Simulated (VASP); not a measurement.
# PbSe: single point with PBE

Crystal: PbSe.

```
Pb Se
1.0
     3.73318    0.00000    0.00000
     0.00000    3.73318    0.00000
     0.00000    0.00000    3.73318
Pb Se
1 1
Direct
  0.00000 0.00000 0.00000
  0.50000 0.50000 0.50000
```

- Program: VASP 6.6.1
- Task: single point
- Functional: PBE
- Potentials or basis: VASP PAW PBE potentials, release 64 (Pb_d, Se)
- Cutoff: 520 eV
- k mesh: 7 × 7 × 7
- Occupations: fermi-dirac, width 0.05 eV
- Spin: no spin polarisation
- Dipole correction: no
- Further INCAR settings: ALGO = Normal; EDIFF = 1e-07; NBANDS = 17

The pressure is 2.0 GPa. The band gap on the k mesh is zero (band 10 reaches 5.77 eV, above the bottom of band 11 at 5.54 eV).

Levels at points of the mesh, in eV from the Fermi level:
| k point | band 7 | band 8 | band 9 | band 10 | band 11 | band 12 | band 13 | band 14 |
| --- | --- | --- | --- | --- | --- | --- | --- | --- |
| (0.00, 0.00, 0.00) | -6.94 | -1.57 | -1.57 | -1.57 | 5.11 | 5.11 | 6.38 | 6.38 |

Run time: 24 s on 1 thread of Intel Xeon 8259CL, on a shared host, peak memory 0.13 GiB.

Caveat: spin-orbit coupling is left out, which moves the levels of the heavy elements.
